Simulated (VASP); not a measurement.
# Ta (I4/mmm) in VASP: notebook

Ta is run at these levels: PBE; tasks: single point.

All numbers are computed with VASP 6.6.1; they aren't measurements. Logs are shortened: lines on timing, memory, paths and dates and some standing lists are left out, and cuts for length are marked.

## (1) The cell of the first run

Symmetry: I4/mmm, No. 139, tetragonal system. The conventional cell has a = 3.452 Å, b = 3.452 Å, c = 3.584 Å, α = 90.00°, β = 90.00°, γ = 90.00°. Ta (site symmetry 4/mmm) has 14 Ta at 3.03 to 3.58 Å within 4.0 Å.

## (2) Single point, PBE (strain +0.040 along x and y, +0.080 along z)

Contents of INCAR:

```
  ALGO = Fast
  EDIFF = 1E-6
  ENCUT = 520
  GGA = PE
  ISIF = 2
  ISMEAR = 0
  LASPH = T
  LCHARG = F
  LREAL = F
  LWAVE = F
  NBANDS = 12
  NELM = 100
  PREC = Accurate
  SIGMA = 0.15
```

Contents of KPOINTS:

```
k-points
0
Gamma
  26 26 26
```

Contents of POSCAR:

```
Ta
1.0
   -1.7257706129      1.7257706129      1.7921464057
    1.7257706129     -1.7257706129      1.7921464057
    1.7257706129      1.7257706129     -1.7921464057
Ta
1
Direct
    0.0000000000      0.0000000000      0.0000000000
```

Potentials or basis: VASP PAW PBE potentials, release 64 (Ta_pv).

Run with:

```
cat potpaw_PBE.64/Ta_pv/POTCAR > POTCAR
mpirun -np 1 vasp_std > vasp.out
```

OUTCAR:

```text
EDIFF = 1E-6
   ENCUT = 520
   GGA = PE
   ISIF = 2
   ISMEAR = 0
   LASPH = T
   LREAL = F
   NELM = 100
   PREC = Accurate

 ion  position               nearest neighbor table
   1  0.000  0.000  0.000-

  LATTYP: Found a body centered tetragonal cell.
 ALAT       =     3.4515412258
 C/A-ratio  =     1.0384615385

  Lattice vectors:

 A1 = (  -1.7257706129,   1.7257706129,   1.7921464057)
 A2 = (   1.7257706129,  -1.7257706129,   1.7921464057)
 A3 = (   1.7257706129,   1.7257706129,  -1.7921464057)

Analysis of symmetry for initial positions (statically):
=====================================================================
 Subroutine PRICEL returns:
 Original cell was already a primitive cell.

 Routine SETGRP: Setting up the symmetry group for a
 body centered tetragonal supercell.

 Subroutine GETGRP returns: Found 16 space group operations
 (whereof 16 operations were pure point group operations)
 out of a pool of 16 trial point group operations.

The static configuration has the point symmetry D_4h.

Analysis of symmetry for dynamics (positions and initial velocities):
=====================================================================
 Subroutine PRICEL returns:
 Original cell was already a primitive cell.

 Routine SETGRP: Setting up the symmetry group for a
 body centered tetragonal supercell.

 Subroutine GETGRP returns: Found 16 space group operations
 (whereof 16 operations were pure point group operations)
 out of a pool of 16 trial point group operations.

The dynamic configuration has the point symmetry D_4h.

 Subroutine INISYM returns: Found 16 space group operations
 (whereof 16 operations are pure point group operations),
 and found     1 'primitive' translations

----------------------------------------------------------------------------------------

                                     Primitive cell

  volume of cell :      21.3501

  direct lattice vectors                    reciprocal lattice vectors
    -1.725770613  1.725770613  1.792146406     0.000000000  0.289725643  0.278995063
     1.725770613 -1.725770613  1.792146406     0.289725643  0.000000000  0.278995063
     1.725770613  1.725770613 -1.792146406     0.289725643  0.289725643  0.000000000

  length of vectors
     3.027929516  3.027929516  3.027929516     0.402217843  0.402217843  0.409733933

  position of ions in fractional coordinates (direct lattice)
     0.000000000  0.000000000  0.000000000

  ion indices of the primitive-cell ions
   primitive index   ion index
                 1           1

----------------------------------------------------------------------------------------

 KPOINTS: k-points

Automatic generation of k-mesh.
 Grid dimensions read from file:
 generate k-points for:   26   26   26

 Generating k-lattice:

  Cartesian coordinates                     Fractional coordinates (reciprocal lattice)
     0.000000000  0.011143294  0.010730579     0.038461538  0.000000000 -0.000000000
     0.011143294  0.000000000  0.010730579     0.000000000  0.038461538 -0.000000000
     0.011143294  0.011143294  0.000000000     0.000000000  0.000000000  0.038461538

  Length of vectors
     0.015469917  0.015469917  0.015758997

  Shift w.r.t. Gamma in fractional coordinates (k-lattice)
     0.000000000  0.000000000  0.000000000

 Subroutine IBZKPT returns following result:
 ===========================================

 Found   1330 irreducible k-points:

 Following reciprocal coordinates:
            Coordinates               Weight
  0.000000  0.000000  0.000000      1.000000
  0.038462  0.000000  0.000000      8.000000
  0.076923  0.000000  0.000000      8.000000
  0.115385  0.000000 -0.000000      8.000000
  0.153846  0.000000 -0.000000      8.000000
  0.192308  0.000000 -0.000000      8.000000
[... 16 lines left out ...]
  0.346154  0.038462  0.000000     16.000000
  0.384615  0.038462 -0.000000     16.000000
 [... further k-points ...]
   k-points           NKPTS =   1330   k-points in BZ     NKDIM =   1330   number of bands    NBANDS=     12
   number of dos      NEDOS =    301   number of ions     NIONS =      1
   total plane-waves  NPLWV =  13824
   dimension x,y,z NGX =    24 NGY =   24 NGZ =   24
   dimension x,y,z NGXF=    48 NGYF=   48 NGZF=   48
   ions per type =               1
   NGX,Y,Z   is equivalent  to a cutoff of  13.18, 13.18, 13.18 a.u.
   NGXF,Y,Z  is equivalent  to a cutoff of  26.35, 26.35, 26.35 a.u.
 SYSTEM =  unknown system
   PREC   = accura    normal or accurate (medium, high low for compatibility)
   ISTART =      0    job   : 0-new  1-cont  2-samecut
   ICHARG =      2    charge: 1-file 2-atom 10-const
   ISPIN  =      1    spin polarized calculation?
   LNONCOLLINEAR =      F non collinear calculations
   LSORBIT =      F    spin-orbit coupling
   LASPH  =      T    aspherical Exc in radial PAW
   ENCUT  =  520.0 eV  38.22 Ry    6.18 a.u.   5.63  5.63  5.63*2*pi/ulx,y,z
   NELM   =    100;   NELMIN=  2; NELMDL= -5     # of ELM steps
   EDIFF  = 0.1E-05   stopping-criterion for ELM
   LREAL  =      F    real-space projection
   EDIFFG = 0.1E-04   stopping-criterion for IOM
   NSW    =      0    number of steps for IOM
   IBRION =     -1    ionic relax: 0-MD 1-quasi-New 2-CG
   NFREE  =      0    steps in history (QN), initial steepest desc. (CG)
   ISIF   =      2    stress and relaxation
   ISYM   =      2    0-nonsym 1-usesym 2-fastsym
   POTIM  = 0.5000    time-step for ionic-motion
   TEBEG  =    0.0;   TEEND  =   0.0 temperature during run
   PSTRESS=    0.0 pullay stress
   NELECT =      11.0000    total number of electrons
   NUPDOWN=      -1.0000    fix difference up-down
   EMIN   =  10.00;   EMAX   =-10.00  energy-range for DOS
   EFERMI =   0.00;   METHOD = LEGACY
   ISMEAR =     0;   SIGMA  =   0.15  broadening in eV -4-tet -1-fermi 0-gaus
   EFERMI_NEDOS =   21; number of points for ismear=-14 and -15
   IALGO  =     68    algorithm
   IMIX   =      4    mixing-type and parameters
     AMIX     =   0.40;   BMIX     =  1.00
     AMIX_MAG =   1.60;   BMIX_MAG =  1.00
  volume/ion in A,a.u.               =      21.35       144.08
  Fermi-wavevector in a.u.,A,eV,Ry     =   1.312419  2.480112 23.435270  1.722444
  Thomas-Fermi vector in A             =   2.442813
   LORBIT       =      0    0 simple, 1 ext, 2 COOP (PROOUT), +10 PAW based schemes
   GGA     = PE    functional components
   LHFCALC =     F    Hartree Fock is set to
   AEXX    =    0.0000 exact exchange contribution
   IVDW    =     0    specifies the selected vdW correction
   LEPSILON=     F    determine dielectric tensor
   LRPA    =     F    only Hartree local field effects (RPA)
 non-spin polarized calculation
 RMM-DIIS sequential band-by-band and
 Gauss-broadening in eV      SIGMA  =   0.15
  energy-cutoff  :      520.00
  volume of cell :       21.35
 maximum number of plane-waves:       594
   NGX = 11   NGY = 11   NGZ = 11

 number of electron      10.9999999 magnetization

 Free energy of the ion-electron system (eV)
  ---------------------------------------------------
  ext. energy  EPLUGINS =         0.00000000
  ---------------------------------------------------
  free energy    TOTEN  =       -11.57520584 eV

  energy without entropy =      -11.55724621  energy(sigma->0) =      -11.56622602

 E-fermi :   4.2087     XC(G=0): -11.7745

 val. band max:        4.2085883238   @ k =  -0.1538  -0.3846   0.1538
 cond. band min:       4.2107987281   @ k =  -0.1154   0.5000   0.1154
 fundamental gap:      0.0022104043
 Fermi energy:         4.2086735884

 k-point     1 :       0.0000    0.0000    0.0000
  band No.  band energies     occupation
      1     -29.5526      2.00000
      2     -29.5463      2.00000
      3     -29.5463      2.00000
      4      -3.0476      2.00000
      5       4.7692      0.00000
      6       4.7692      0.00000
      7       5.1460      0.00000
      8       7.3241      0.00000
      9       7.8205      0.00000
     10      18.0260      0.00000
     11      18.6217      0.00000
     12      18.6217      0.00000

 k-point     2 :       0.0385    0.0000    0.0000
  band No.  band energies     occupation
      1     -29.5604      2.00000
      2     -29.5495      2.00000
      3     -29.5486      2.00000
      4      -2.9939      2.00000
      5       4.7621      0.00000
      6       4.7772      0.00000
      7       5.1566      0.00000
      8       7.2869      0.00000
      9       7.8033      0.00000
     10      18.1171      0.00000
     11      18.6990      0.00000
     12      18.7155      0.00000

 k-point     3 :       0.0769    0.0000    0.0000
  band No.  band energies     occupation
      1     -29.5894      2.00000
      2     -29.5587      2.00000
      3     -29.5491      2.00000
      4      -2.8347      2.00000
      5       4.7353      0.00000
      6       4.7559      0.00000
      7       5.2370      0.00000
      8       7.1824      0.00000
      9       7.7671      0.00000
     10      18.3420      0.00000
     11      18.9312      0.00000
     12      18.9927      0.00000

 k-point     4 :       0.1154    0.0000   -0.0000
  band No.  band energies     occupation
      1     -29.6365      2.00000
      2     -29.5735      2.00000
      3     -29.5490      2.00000
      4      -2.5760      2.00000
      5       4.6534      0.00003
      6       4.6739      0.00001
      7       5.4464      0.00000
      8       7.0447      0.00000
      9       7.7355      0.00000
     10      18.5864      0.00000
     11      19.2779      0.00000
     12      19.4416      0.00000

 k-point     5 :       0.1538    0.0000   -0.0000
  band No.  band energies     occupation
      1     -29.6980      2.00000
      2     -29.5929      2.00000
      3     -29.5487      2.00000
      4      -2.2285      2.00000
      5       4.4895      0.00809
      6       4.5627      0.00084
      7       5.7751      0.00000
      8       6.9299      0.00000
      9       7.7196      0.00000
     10      18.7248      0.00000
     11      19.5556      0.00000
     12      20.0454      0.00000
[... 228 lines left out ...]
      1     -29.9663      2.00000
      2     -29.6797      2.00000
      3     -29.5503      2.00000
      4      -0.5933      2.00000
      5       3.7820      1.99994
      6       4.0096      1.93948
      7       7.0130      0.00000
      8       7.6712      0.00000
      9       7.8362      0.00000
     10      16.9395      0.00000
     11      17.9233      0.00000
     12      18.2970      0.00000

 k-point    22 :       0.3077    0.0385   -0.0000
  band No.  band energies     occupation
      1     -30.0379      2.00000
      2     -29.7040      2.00000
      3     -29.5501      2.00000
      4      -0.1701      2.00000
      5       3.6068      2.00000
      6       4.0113      1.93720
      7       7.1297      0.00000
      8       7.8822      0.00000
      9       8.3429      0.00000
     10      16.0307      0.00000
     11      17.1782      0.00000
     12      18.2904      0.00000

 k-point    23 :       0.3462    0.0385    0.0000
  band No.  band energies     occupation
      1     -30.1002      2.00000
      2     -29.7253      2.00000
      3     -29.5500      2.00000
      4       0.1545      2.00000
      5       3.4575      2.00000
      6       4.1623      1.33821
      7       7.2095      0.00000
      8       7.9756      0.00000
      9       9.0018      0.00000
     10      15.1171      0.00000
     11      16.5481      0.00000
     12      18.2893      0.00000

 k-point    24 :       0.3846    0.0385   -0.0000
  band No.  band energies     occupation
      1     -30.1501      2.00000
      2     -29.7423      2.00000
      3     -29.5500      2.00000
      4       0.3629      2.00000
      5       3.3405      2.00000
      6       4.4447      0.02603
      7       7.2283      0.00000
      8       8.0835      0.00000
      9       9.6192      0.00000
     10      14.2973      0.00000
     11      16.0623      0.00000
     12      19.9567      0.00000

 [... further k-points ...]

------------------------ aborting loop because EDIFF is reached ----------------------------------------

  FORCE on cell =-STRESS in cart. coord.  units (eV):
  Direction    XX          YY          ZZ          XY          YZ          ZX
  --------------------------------------------------------------------------------------
  -------------------------------------------------------------------------------------
  Total       -2.8839844     -2.8839844     -3.1758526      0.0000000      0.0000000      0.0000000
  in kB     -216.4232283   -216.4232283   -238.3259326      0.0000000      0.0000000      0.0000000
  external PRESSURE =    -223.7241297 kB  Pullay stress =       0.0000000 kB

 VOLUME and BASIS-vectors are now :
 -----------------------------------------------------------------------------
  energy-cutoff  :      520.00
  volume of cell :       21.35
      direct lattice vectors                 reciprocal lattice vectors
    -1.725770613  1.725770613  1.792146406     0.000000000  0.289725643  0.278995063
     1.725770613 -1.725770613  1.792146406     0.289725643  0.000000000  0.278995063
     1.725770613  1.725770613 -1.792146406     0.289725643  0.289725643  0.000000000

 POSITION                                       TOTAL-FORCE (eV/Angst)
 -----------------------------------------------------------------------------------
      0.00000      0.00000      0.00000        -0.000000      0.000000      0.000000
 -----------------------------------------------------------------------------------
    total drift:                                0.000000      0.000000     -0.000000

  FREE ENERGIE OF THE ION-ELECTRON SYSTEM (eV)
  ---------------------------------------------------
  free  energy   TOTEN  =       -11.5752058355 eV

  energy  without entropy=      -11.5572462102  energy(sigma->0) =      -11.56622602
```

It took 2 min on 1 thread of Intel Xeon Platinum 8488C (Sapphire Rapids), shared host; peak memory 0.42 GiB.

What came out:

```yaml
Free_energy: -11.5752 eV
Pressure: -22.4 GPa
Band_gap_on_the_k_mesh: zero (an odd number of electrons rules out a gap without spin polarisation)
```

Stress tensor (GPa, compression positive):
```
-21.64   0.00   0.00
  0.00 -21.64   0.00
  0.00   0.00 -23.83
```

Caveat: the cell differs from its parent crystal (strain +0.040 along x and y, +0.080 along z); the cell stands under tension; spin-orbit coupling is left out, which moves the levels of the heavy elements.

## (3) Single point, PBE (strain +0.080 along x and y, +0.040 along z)

Contents of INCAR:

```
PREC = Accurate ; ENCUT = 520
EDIFF = 1E-6 ; ISMEAR = 0
SIGMA = 0.15 ; LREAL = F
LASPH = T ; NELM = 100
ALGO = Fast ; ISIF = 2
LWAVE = F ; LCHARG = F
GGA = PE ; NBANDS = 12
```

Contents of KPOINTS:

```
Automatic mesh
0
Gamma
  26 26 26
```

Contents of POSCAR:

```
Ta
1.0
   -1.7921464057      1.7921464057      1.7257706129
    1.7921464057     -1.7921464057      1.7257706129
    1.7921464057      1.7921464057     -1.7257706129
Ta
1
Direct
    0.0000000000      0.0000000000      0.0000000000
```

Potentials or basis: VASP PAW PBE potentials, release 64 (Ta_pv).

Run with:

```
cat potpaw_PBE.64/Ta_pv/POTCAR > POTCAR
mpirun -np 1 vasp_std > vasp.out
```

It took 2.2 min on 1 thread of Intel Xeon Platinum 8488C (Sapphire Rapids), shared host; peak memory 0.43 GiB.

Results (log left out):

| Property | Result |
| --- | --- |
| Free energy | -11.4517 eV |
| Pressure | -25.9 GPa |
| Band gap on the k mesh | zero (an odd number of electrons rules out a gap without spin polarisation) |

Stress tensor (GPa, compression positive):
```
-26.44   0.00   0.00
  0.00 -26.44   0.00
  0.00   0.00 -24.74
```

Levels at points of the mesh, in eV from the Fermi level:
| k point | band 4 | band 5 | band 6 | band 7 | band 8 | band 9 |
| --- | --- | --- | --- | --- | --- | --- |
| (0.00, 0.00, 0.00) | -7.11 | 0.41 | 0.79 | 0.79 | 2.98 | 3.47 |
| (0.50, 0.00, 0.00) | -3.56 | -1.19 | 0.94 | 3.11 | 3.99 | 5.92 |
| (0.50, 0.50, 0.00) | -3.62 | -0.80 | 0.72 | 2.71 | 3.67 | 5.85 |
| (0.50, 0.50, 0.50) | -2.80 | -2.72 | 5.20 | 5.20 | 5.31 | 6.68 |

Caveat: the cell differs from its parent crystal (strain +0.080 along x and y, +0.040 along z); the cell stands under tension; spin-orbit coupling is left out, which moves the levels of the heavy elements.
